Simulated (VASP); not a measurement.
# FeBr4 (F-43m) in VASP: further runs, part 2 of 2

VASP 6.6.1. Earlier steps stand in the parts before.

### 3 Single point, PBE, collinear spin, ferromagnetic start (55.38 Å³/atom)

This run uses another cell than the first one, of 55.38 Å³/atom.

Contents of INCAR:

```
ALGO = Normal
EDIFF = 1E-6
ENCUT = 520
GGA = PE
ISIF = 2
ISMEAR = 0
ISPIN = 2
LASPH = True
LCHARG = True
LELF = True
LMAXMIX = 4
LORBIT = 11
LREAL = False
LVHAR = True
LWAVE = False
MAGMOM = 3.36 0 0 0 0
NBANDS = 30
NELM = 150
PREC = Accurate
SIGMA = 0.1
```

Contents of KPOINTS:

```
k-points
0
Gamma
  6 6 6
```

Contents of POSCAR:

```
FeBr4
1.0
    0.0000000000      5.1733022982      5.1733022982
    5.1733022982      0.0000000000      5.1733022982
    5.1733022982      5.1733022982      0.0000000000
Fe Br
1 4
Direct
    0.2500000000      0.2500000000      0.2500000000
    0.1229612035      0.6311163895      0.1229612035
    0.1229612035      0.1229612035      0.1229612035
    0.6311163895      0.1229612035      0.1229612035
    0.1229612035      0.1229612035      0.6311163895
```

Potentials or basis: VASP PAW PBE potentials, release 64 (Fe, Br).

On the command line:

```sh
$ cat potpaw_PBE.64/Fe/POTCAR potpaw_PBE.64/Br/POTCAR > POTCAR
$ mpirun -np 1 vasp_std > vasp.out
```

OUTCAR:

```text
EDIFF = 1E-6
   ENCUT = 520
   GGA = PE
   ISIF = 2
   ISMEAR = 0
   ISPIN = 2
   LASPH = True
   LORBIT = 11
   LREAL = False
   NELM = 150
   PREC = Accurate

 ion  position               nearest neighbor table
   1  0.250  0.250  0.250-   2 2.28   4 2.28   5 2.28   3 2.28
   2  0.123  0.631  0.123-   1 2.28
   3  0.123  0.123  0.123-   1 2.28
   4  0.631  0.123  0.123-   1 2.28
   5  0.123  0.123  0.631-   1 2.28

  LATTYP: Found a face centered cubic cell.
 ALAT       =    10.3466045964
[... 1275 lines left out ...]
     0.000000000  5.173302298  5.173302298    -0.096650064  0.096650064  0.096650064
     5.173302298  0.000000000  5.173302298     0.096650064 -0.096650064  0.096650064
     5.173302298  5.173302298  0.000000000     0.096650064  0.096650064 -0.096650064

 POSITION                                       TOTAL-FORCE (eV/Angst)
 -----------------------------------------------------------------------------------
      2.58665      2.58665      2.58665         0.000000      0.000000      0.000000
      3.90107      1.27223      3.90107         0.004529     -0.004529      0.004529
      1.27223      1.27223      1.27223        -0.004529     -0.004529     -0.004529
      1.27223      3.90107      3.90107        -0.004529      0.004529      0.004529
      3.90107      3.90107      1.27223         0.004529      0.004529     -0.004529
 -----------------------------------------------------------------------------------
    total drift:                                0.000000      0.000000      0.000000

  FREE ENERGIE OF THE ION-ELECTRON SYSTEM (eV)
  ---------------------------------------------------
  free  energy   TOTEN  =       -16.4470155746 eV

  energy  without entropy=      -16.4149828209  energy(sigma->0) =      -16.43099920

 total charge

# of ion       s       p       d       tot
------------------------------------------
    1        0.431   0.498   6.045   6.974
    2        1.622   3.178   0.021   4.821
    3        1.622   3.178   0.021   4.821
    4        1.622   3.178   0.021   4.821
    5        1.622   3.178   0.021   4.821
--------------------------------------------------
tot          6.919  13.210   6.127  26.256

 magnetization (x)

# of ion       s       p       d       tot
------------------------------------------
    1        0.018   0.045   3.051   3.114
    2        0.007   0.117   0.003   0.127
    3        0.007   0.117   0.003   0.127
    4        0.007   0.117   0.003   0.127
    5        0.007   0.117   0.003   0.127
--------------------------------------------------
tot          0.045   0.513   3.063   3.621
```

stdout:

```text
POSCAR found type information on POSCAR FeBr
 POSCAR found :  2 types and       5 ions
 scaLAPACK will be used
 LDA part: xc-table for (Slater+PW92), standard interpolation
 POSCAR, INCAR and KPOINTS ok, starting setup
 FFT: planning ... GRIDC
 FFT: planning ... GRID_SOFT
 FFT: planning ... GRID
 WAVECAR not read
 entering main loop
```

Wall time 4 min (1 thread of Intel Xeon 6975P-C (Granite Rapids), shared host); peak memory 0.6 GiB.

Results:

```yaml
Free_energy: -16.4470 eV
Pressure: 0.3 GPa
Largest_force: 0.008 eV/Å
Band_gap_on_the_k_mesh: zero (filled and empty bands overlap)
Net_moment: 4.00 μB per cell
Site_moments: Fe +3.11; Br +0.13 μB
Valence_electrons_inside_the_program's_atomic_spheres: Fe 6.97; Br 4.82
```

Forces in eV/Å, atoms in the order of the input:
```
Fe   0.000  0.000  0.000
Br   0.005 -0.005  0.005
Br  -0.005 -0.005 -0.005
Br  -0.005  0.005  0.005
Br   0.005  0.005 -0.005
```

Levels at points of the mesh, in eV from the Fermi level:
Spin up:
```tsv
k point	band 17	band 18	band 19	band 20	band 21	band 22	band 23	band 24
(0.00, 0.00, 0.00)	-0.69	-0.69	0.18	0.18	0.18	4.81	5.95	7.23
(0.50, 0.00, 0.00)	-0.95	-0.87	-0.69	0.10	0.10	6.04	6.46	6.61
(0.50, 0.50, 0.00)	-1.22	-0.81	-0.69	-0.04	-0.04	6.61	6.72	7.55
```
Spin down:
```tsv
k point	band 12	band 13	band 14	band 15	band 16	band 17	band 18	band 19	band 20	band 21
(0.00, 0.00, 0.00)	-2.02	-2.02	-0.50	-0.50	-0.50	0.74	0.74	1.60	1.60	1.60
(0.50, 0.00, 0.00)	-1.78	-1.78	-1.07	-1.07	-0.50	0.84	0.84	0.96	1.54	1.54
(0.50, 0.50, 0.00)	-1.73	-1.73	-1.14	-0.94	-0.94	0.72	0.99	1.02	1.41	1.41
```

Caveat: semilocal functionals often make such compounds metallic where correlation or magnetic order opens a gap, which also shifts bond lengths.
